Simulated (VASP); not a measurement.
Input of a VASP 6.6.1 run:

The input INCAR:

```
SYSTEM = Li2O
PREC = Accurate
ENCUT = 750
EDIFF = 1E-6
ISMEAR = 0
SIGMA = 0.01
LREAL = .FALSE.
LASPH = .TRUE.
NELM = 120
ALGO = Normal
ISIF = 2
LWAVE = .FALSE.
LCHARG = .FALSE.
GGA = PS
NBANDS = 13
GGA_COMPAT = .FALSE.
```

File KPOINTS:

```
Automatic mesh
0
G
  6 6 6
  0 0 0
```

Contents of POSCAR:

```
Li2O
1.0
    0.0000000000      2.2899565509      2.2899565509
    2.2899565509      0.0000000000      2.2899565509
    2.2899565509      2.2899565509      0.0000000000
Li O
2 1
Direct
    0.2500000000      0.2500000000      0.2500000000
    0.7500000000      0.7500000000      0.7500000000
    0.0000000000      0.0000000000      0.0000000000
```

Potentials or basis: VASP PAW PBE potentials, release 64 (Li_sv, O).

The run is started by

```console
$ cat potpaw_PBE.64/Li_sv/POTCAR potpaw_PBE.64/O/POTCAR > POTCAR
$ mpirun -np 1 vasp_std > vasp.out
```

Question: What does it give for the pressure?

Answer: 0.1 GPa.

Question: What does it give for the band gap on the k mesh?

Answer: 4.87 eV (least direct gap 5.35 eV).

Caveat: the PAW data sets were made with another functional, which shifts forces and pressure a little. A hybrid or GW would open this gap; PBEsol tends to underestimate it.
